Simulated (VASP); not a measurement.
Runs of VASP 6.6.1 on ZnO (lda). The structure is that of space group P6_3mc (No. 186), or close to it. The cells are those of the table. 

| task | cell | k mesh | cutoff (eV) | smearing | gap on the mesh (eV) | pressure (GPa) | largest force (eV/Å) |
| --- | --- | --- | --- | --- | --- | --- | --- |
| single point | a = 3.187, b = 3.187, c = 5.153 Å, angles 90.0, 90.0, 120.0°, 4 atoms | 9 × 9 × 6 | 520 | gaussian 0.02 eV | 0.81 | (b) | - |
| single point | a = 3.187, b = 3.187, c = 5.153 Å, angles 90.0, 90.0, 120.0°, 4 atoms | 9 × 9 × 6 | 520 | gaussian 0.01 eV | 0.88 | 5.6 | 0.75 |
| single point | a = 3.250, b = 3.250, c = 5.205 Å, angles 90.0, 90.0, 120.0°, 4 atoms | 6 × 6 × 4 | 520 | gaussian 0.1 eV | (c) | -6.1 | (a) |
| relaxation of cell and atoms | relaxed from a = 3.250, b = 3.250, c = 5.205 Å, angles 90.0, 90.0, 120.0°, 4 atoms | 9 × 9 × 6 | 600 | gaussian 0.02 eV | 0.80 | 0.0 | - |

Alike in all rows: level LDA; potentials or basis VASP PAW LDA potentials, release 64 (Zn, O); no spin polarisation.

Task: Estimate the missing entries.

Result: (a) 0.04; (b) 1.1; (c) 0.74.

